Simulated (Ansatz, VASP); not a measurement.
# La2Ge5As in VASP and in Ansatz

File INCAR:

```
PREC = Accurate
ENCUT = 520
EDIFF = 1E-6
ISMEAR = 0
SIGMA = 0.1
LREAL = F
LASPH = T
NELM = 100
ALGO = Normal
ISIF = 2
LWAVE = F
LCHARG = F
GGA = PE
NBANDS = 58
```

The input KPOINTS:

```
Automatic mesh
0
Gamma
  6 6 6
```

Contents of POSCAR:

```
La2Ge5As
1.0
    2.6728854200      1.5431911100      8.6892051700
   -2.6728854200      1.5431911100      8.6892051700
    0.0000000000     -3.0863822300      8.6892051700
La Ge As
2 5 1
Direct
    0.7518569800      0.7518569800      0.7518569800
    0.2481430200      0.2481430200      0.2481430200
    0.3725390100      0.3725390100      0.3725390100
    0.8777409800      0.8777409800      0.8777409800
    0.1222590200      0.1222590200      0.1222590200
    0.6274609900      0.6274609900      0.6274609900
    0.5000000000      0.5000000000      0.5000000000
    0.0000000000      0.0000000000      0.0000000000
```

Input for Ansatz:

```yaml
crystal:
  lattice:
    - [2.67288542, 1.54319111, 8.68920517]
    - [-2.67288542, 1.54319111, 8.68920517]
    - [0.0, -3.08638223, 8.68920517]
  atoms:
    - { symbol: La, position: [0.75185698, 0.75185698, 0.75185698] }
    - { symbol: La, position: [0.24814302, 0.24814302, 0.24814302] }
    - { symbol: Ge, position: [0.37253901, 0.37253901, 0.37253901] }
    - { symbol: Ge, position: [0.87774098, 0.87774098, 0.87774098] }
    - { symbol: Ge, position: [0.12225902, 0.12225902, 0.12225902] }
    - { symbol: Ge, position: [0.62746099, 0.62746099, 0.62746099] }
    - { symbol: Ge, position: [0.5, 0.5, 0.5] }
    - { symbol: As, position: [0.0, 0.0, 0.0] }
basis:
  ecutwfc: 420
kpoints:
  mp_grid: { grid: [6, 6, 6] }
hamiltonian:
  xc: pbe
scf:
  occupations: { method: gaussian, width: 0.1 }
  lower_state_search: "off"
output:
  forces: true
  stress: true
  eigenvalues: true
```

Change from the starting cell: species swapped into the Tb2Mg5Ag type (R-3m, No. 166).

Alike in both runs: task single point; functional PBE; k mesh 6 × 6 × 6; occupations gaussian, width 0.1 eV; no spin polarisation.

|  | VASP | Ansatz |
| --- | --- | --- |
| version | VASP 6.6.1 | Ansatz 0.2.0 |
| potentials or method | VASP PAW PBE potentials, release 64 (La, Ge_d, As), cutoff 520 eV | scalar-relativistic, plane waves, PAW |
| valence electrons in the cell | 97 | 107 |

|  | VASP | Ansatz | Ansatz less VASP |
| --- | --- | --- | --- |
| gap on the k mesh at the Fermi level (eV) | none | none | - |
| pressure (GPa) | -6.6 | -6.5 | +0.04 |
| traceless stress, the component that is largest in VASP (GPa) | -0.07 | -0.07 | +0.002 |
| rms of the force components (eV/Å) | 0.034 | 0.034 | -0.0003 |

Atom by atom the forces differ by 0.000 eV/Å (rms over components). A gap of «none» marks a metal or a gap that the smearing closes. The functional is the same, so the differences come from potentials, cutoffs and numerics. VASP's potentials hold 97 valence electrons a cell and Ansatz's 107, so a difference there can come from the potentials and not from the codes.

Spin-orbit coupling is off throughout.
